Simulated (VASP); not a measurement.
# C in VASP: a series of runs

Runs on C. Level: LDA. Tasks: single point.

Program: VASP 6.6.1. These are calculated values, not measurements. Logs are shortened: lines on timing, memory, paths and dates and some standing lists are left out, and cuts for length are marked.

## 1. The cell of the first run

The structure is orthorhombic, space group Fmmm (No. 69). The conventional cell has a = 2.446 Å, b = 4.233 Å, c = 6.735 Å, α = 90.00°, β = 90.00°, γ = 90.00°. C (site symmetry m2m) has 3 C at 1.41 Å within 1.9 Å.

## 2. Single point, LDA

Input file INCAR:

```
SYSTEM = C
ALGO     = Normal         ! electronic algorithm
EDIFF    = 1E-6           ! SCF threshold, eV
ENCUT    = 520            ! plane-wave cutoff, eV
ISIF     = 2              ! what is computed and relaxed
ISMEAR   = 0              ! smearing method
LASPH    = .TRUE.         ! aspherical terms in the spheres
LCHARG   = .TRUE.         ! write CHGCAR
LELF     = .TRUE.         ! ELF
LREAL    = .FALSE.        ! projectors in reciprocal space
LVHAR    = .TRUE.       
LWAVE    = .FALSE.        ! write WAVECAR
NBANDS   = 26             ! bands
NELM     = 60             ! most SCF steps
PREC     = Accurate       ! precision mode
SIGMA    = 0.1            ! smearing width, eV
```

Input file KPOINTS:

```
k-points
0
G
  14 8 6
  0 0 0
```

Input file POSCAR:

```
C
1.0
    2.4455497234      0.0000000000      0.0000000000
    0.0000000000      4.2334729555      0.0000000000
    0.0000000000      0.0000000000      6.7353219677
C
8
Direct
    0.5000000000      0.6666982411      0.5000000000
    0.0000000000      0.8333017589      0.5000000000
    0.5000000000      0.1666982411      0.0000000000
    0.0000000000      0.3333017589      0.0000000000
    0.0000000000      0.6666982411      0.0000000000
    0.5000000000      0.8333017589      0.0000000000
    0.0000000000      0.1666982411      0.5000000000
    0.5000000000      0.3333017589      0.5000000000
```

Potentials or basis: VASP PAW LDA potentials, release 64 (C).

The run is started by

```console
$ cat potpaw_LDA.64/C/POTCAR > POTCAR
$ mpirun -np 1 vasp_std > vasp.out
```

OUTCAR:

```text
SYSTEM = C
   EDIFF = 1E-6
   ENCUT = 520
   ISIF = 2
   ISMEAR = 0
   LASPH = .TRUE.
   LREAL = .FALSE.
   NELM = 60
   PREC = Accurate

 ion  position               nearest neighbor table
   1  0.500  0.667  0.500-   8 1.41   2 1.41   2 1.41
   2  0.000  0.833  0.500-   7 1.41   1 1.41   1 1.41
   3  0.500  0.167  0.000-   6 1.41   4 1.41   4 1.41
   4  0.000  0.333  0.000-   5 1.41   3 1.41   3 1.41
   5  0.000  0.667  0.000-   4 1.41   6 1.41   6 1.41
   6  0.500  0.833  0.000-   3 1.41   5 1.41   5 1.41
   7  0.000  0.167  0.500-   2 1.41   8 1.41   8 1.41
   8  0.500  0.333  0.500-   1 1.41   7 1.41   7 1.41

  LATTYP: Found a simple orthorhombic cell.
 ALAT       =     2.4455497234
 B/A-ratio  =     1.7310925699
 C/A-ratio  =     2.7541136879

  Lattice vectors:

 A1 = (   2.4455497234,   0.0000000000,   0.0000000000)
 A2 = (   0.0000000000,   4.2334729555,   0.0000000000)
 A3 = (   0.0000000000,   0.0000000000,   6.7353219677)

Analysis of symmetry for initial positions (statically):
=====================================================================
 Subroutine PRICEL returns following result:

  LATTYP: Found a face centered orthorhombic cell.
 ALAT       =     2.4455497234
 B/A-ratio  =     1.7310925699
 C/A-ratio  =     2.7541136879

  Lattice vectors:

 A1 = (  -0.0000000000,  -2.1167364777,  -3.3676609839)
 A2 = (   1.2227748617,   0.0000000000,  -3.3676609838)
 A3 = (   1.2227748617,  -2.1167364777,   0.0000000000)

   4 primitive cells build up your supercell.

 Routine SETGRP: Setting up the symmetry group for a
 simple orthorhombic supercell.

 Subroutine GETGRP returns: Found  8 space group operations
 (whereof  8 operations were pure point group operations)
 out of a pool of  8 trial point group operations.

The static configuration has the point symmetry D_2h.

Analysis of symmetry for dynamics (positions and initial velocities):
=====================================================================
 Subroutine PRICEL returns following result:

  LATTYP: Found a face centered orthorhombic cell.
 ALAT       =     2.4455497234
 B/A-ratio  =     1.7310925699
 C/A-ratio  =     2.7541136879

  Lattice vectors:

 A1 = (  -0.0000000000,  -2.1167364777,  -3.3676609839)
[... 112 lines left out ...]
   EDIFF  = 0.1E-05   stopping-criterion for ELM
   LREAL  =      F    real-space projection
   EDIFFG = 0.1E-04   stopping-criterion for IOM
   NSW    =      0    number of steps for IOM
   IBRION =     -1    ionic relax: 0-MD 1-quasi-New 2-CG
   NFREE  =      0    steps in history (QN), initial steepest desc. (CG)
   ISIF   =      2    stress and relaxation
   ISYM   =      2    0-nonsym 1-usesym 2-fastsym
   POTIM  = 0.5000    time-step for ionic-motion
   TEBEG  =    0.0;   TEEND  =   0.0 temperature during run
   PSTRESS=    0.0 pullay stress
   NELECT =      32.0000    total number of electrons
   NUPDOWN=      -1.0000    fix difference up-down
   EMIN   =  10.00;   EMAX   =-10.00  energy-range for DOS
   EFERMI =   0.00;   METHOD = LEGACY
   ISMEAR =     0;   SIGMA  =   0.10  broadening in eV -4-tet -1-fermi 0-gaus
   EFERMI_NEDOS =   21; number of points for ismear=-14 and -15
   IALGO  =     38    algorithm
   IMIX   =      4    mixing-type and parameters
     AMIX     =   0.40;   BMIX     =  1.00
     AMIX_MAG =   1.60;   BMIX_MAG =  1.00
  volume/ion in A,a.u.               =       8.72        58.82
  Fermi-wavevector in a.u.,A,eV,Ry     =   1.262741  2.386234 21.694691  1.594515
  Thomas-Fermi vector in A             =   2.396134
   LORBIT       =      0    0 simple, 1 ext, 2 COOP (PROOUT), +10 PAW based schemes
   GGA     = CA    functional components
   LHFCALC =     F    Hartree Fock is set to
   AEXX    =    0.0000 exact exchange contribution
   IVDW    =     0    specifies the selected vdW correction
   LEPSILON=     F    determine dielectric tensor
   LRPA    =     F    only Hartree local field effects (RPA)
 non-spin polarized calculation
 Gauss-broadening in eV      SIGMA  =   0.10
  energy-cutoff  :      520.00
  volume of cell :       69.73
 maximum number of plane-waves:      1908
   NGX =  9   NGY = 15   NGZ = 25

 number of electron      32.0000012 magnetization

 Free energy of the ion-electron system (eV)
  ---------------------------------------------------
  ext. energy  EPLUGINS =         0.00000000
  ---------------------------------------------------
  free energy    TOTEN  =       -80.87919705 eV

  energy without entropy =      -80.87817997  energy(sigma->0) =      -80.87868851

 E-fermi :   4.6283     XC(G=0): -10.7779

 val. band max:        4.6165439283   @ k =   0.3571   0.0000   0.0000
 cond. band min:       4.6658580531   @ k =   0.2857   0.0000   0.1667
 fundamental gap:      0.0493141248
 Fermi energy:         4.6283053138

 k-point     1 :       0.0000    0.0000    0.0000
  band No.  band energies     occupation
      1     -14.9551      2.00000
      2     -14.6463      2.00000
      3      -9.5209      2.00000
      4      -9.2934      2.00000
      5      -8.6941      2.00000
      6      -8.5184      2.00000
[... 685 lines left out ...]
     25      14.3773      0.00000
     26      14.3773      0.00000

 [... further k-points ...]

------------------------ aborting loop because EDIFF is reached ----------------------------------------

  FORCE on cell =-STRESS in cart. coord.  units (eV):
  Direction    XX          YY          ZZ          XY          YZ          ZX
  --------------------------------------------------------------------------------------
  -------------------------------------------------------------------------------------
  Total        0.6150819      0.5126212     -0.1009187      0.0000000      0.0000000      0.0000000
  in kB       14.1322683     11.7781059     -2.3187320      0.0000000      0.0000000      0.0000000
  external PRESSURE =       7.8638808 kB  Pullay stress =       0.0000000 kB

 VOLUME and BASIS-vectors are now :
 -----------------------------------------------------------------------------
  energy-cutoff  :      520.00
  volume of cell :       69.73
      direct lattice vectors                 reciprocal lattice vectors
     2.445549723  0.000000000  0.000000000     0.408906018  0.000000000  0.000000000
     0.000000000  4.233472955  0.000000000     0.000000000  0.236212682  0.000000000
     0.000000000  0.000000000  6.735321968     0.000000000  0.000000000  0.148471002

 POSITION                                       TOTAL-FORCE (eV/Angst)
 -----------------------------------------------------------------------------------
      1.22277      2.82245      3.36766        -0.000000     -0.012958     -0.000000
      0.00000      3.52776      3.36766         0.000000      0.012958      0.000000
      1.22277      0.70571      0.00000        -0.000000     -0.012958     -0.000000
      0.00000      1.41102      0.00000        -0.000000      0.012958     -0.000000
      0.00000      2.82245      0.00000        -0.000000     -0.012958      0.000000
      1.22277      3.52776      0.00000        -0.000000      0.012958      0.000000
      0.00000      0.70571      3.36766         0.000000     -0.012958     -0.000000
      1.22277      1.41102      3.36766         0.000000      0.012958     -0.000000
 -----------------------------------------------------------------------------------
    total drift:                                0.000000      0.000000      0.000000

  FREE ENERGIE OF THE ION-ELECTRON SYSTEM (eV)
  ---------------------------------------------------
  free  energy   TOTEN  =       -80.8791970527 eV

  energy  without entropy=      -80.8781799736  energy(sigma->0) =      -80.87868851
```

Wall time 2.8 min (1 thread of Intel Xeon Platinum 8259CL at 2.50GHz (Skylake/Cascade Lake), shared host); peak memory 0.28 GiB.

Results:

| Property | Result |
| --- | --- |
| Free energy | -80.8792 eV |
| Pressure | 0.8 GPa |
| Largest force | 0.013 eV/Å |
| Band gap on the k mesh | zero (band 16 reaches 4.77 eV, above the bottom of band 17 at 4.58 eV) |

Forces on the atoms (eV/Å):
```
C    0.000 -0.013  0.000
C    0.000  0.013  0.000
C    0.000 -0.013  0.000
C    0.000  0.013  0.000
C    0.000 -0.013  0.000
C    0.000  0.013  0.000
C    0.000 -0.013  0.000
C    0.000  0.013  0.000
```

## 3. Single point, LDA (shear of c along a, cell held: -1.0 %, then relaxed in part)

Input file INCAR:

```
PREC = Accurate
ENCUT = 520
EDIFF = 1E-6
ISMEAR = 0
SIGMA = 0.1
LREAL = False
LASPH = True
NELM = 80
ALGO = Normal
ISIF = 2
LWAVE = False
LCHARG = False
GGA = CA
NBANDS = 26
```

Input file KPOINTS:

```
regular mesh
0
Gamma
  14 8 6
```

Input file POSCAR:

```
C
1.0
    2.4455497234      0.0000000000      0.0000000000
    0.0000000000      4.2334729555      0.0000000000
   -0.0673532197      0.0000000000      6.7353219677
C
8
Direct
    0.5000000000      0.6666863159      0.5000000000
    0.0000000000      0.8333136841      0.5000000000
    0.5000000000      0.1666863159      0.0000000000
    0.0000000000      0.3333136841      0.0000000000
    0.0000000000      0.6666863159      0.0000000000
    0.5000000000      0.8333136841      0.0000000000
    0.0000000000      0.1666863159      0.5000000000
    0.5000000000      0.3333136841      0.5000000000
```

Potentials or basis: VASP PAW LDA potentials, release 64 (C).

The run is started by

```console
$ cat potpaw_LDA.64/C/POTCAR > POTCAR
$ mpirun -np 1 vasp_std > vasp.out
```

Run time: 3.6 min. Hardware: 1 thread of Intel Xeon Platinum 8259CL at 2.50GHz (Skylake/Cascade Lake), shared host; peak memory 0.34 GiB.

It converged, with:

```yaml
Free_energy: -80.8790 eV
Pressure: 0.8 GPa
Largest_force: 0.007 eV/Å
Band_gap_on_the_k_mesh: zero (band 16 reaches 4.77 eV, above the bottom of band 17 at 4.56 eV)
```

Forces in eV/Å, atoms in the order of the input:
```
C    0.000 -0.007  0.000
C    0.000  0.007  0.000
C    0.000 -0.007  0.000
C    0.000  0.007  0.000
C    0.000 -0.007  0.000
C    0.000  0.007  0.000
C    0.000 -0.007  0.000
C    0.000  0.007  0.000
```

Stress tensor (GPa, compression positive):
```
 1.40  0.00  0.08
 0.00  1.19  0.00
 0.08  0.00 -0.23
```

Levels at points of the mesh, in eV from the Fermi level:
```
           k point  band 13  band 14  band 15  band 16  band 17  band 18  band 19  band 20
(0.00, 0.00, 0.00)    -2.95    -2.94    -2.93    -1.59     0.91     2.53     3.80     7.56
(0.50, 0.00, 0.00)    -3.45    -3.45    -2.02    -2.02     2.35     2.35     3.54     3.54
(0.00, 0.50, 0.00)    -4.99    -4.99    -4.99    -4.99     5.63     5.63     7.10     7.10
(0.50, 0.50, 0.00)    -2.47    -2.47    -2.47    -2.47     1.88     1.88     1.88     1.88
(0.00, 0.00, 0.50)    -2.94    -2.94    -2.36    -2.36     1.64     1.64     6.43     6.43
(0.50, 0.00, 0.50)    -2.82    -2.82    -2.75    -2.75     2.88     2.88     2.93     2.93
(0.00, 0.50, 0.50)    -5.01    -5.01    -5.01    -5.01     7.33     7.33     7.33     7.33
(0.50, 0.50, 0.50)    -2.40    -2.40    -2.34    -2.34     1.59     1.59     1.67     1.67
```

Caveat: the cell differs from its parent crystal (shear of c along a, cell held: -1.0 %, then relaxed in part).
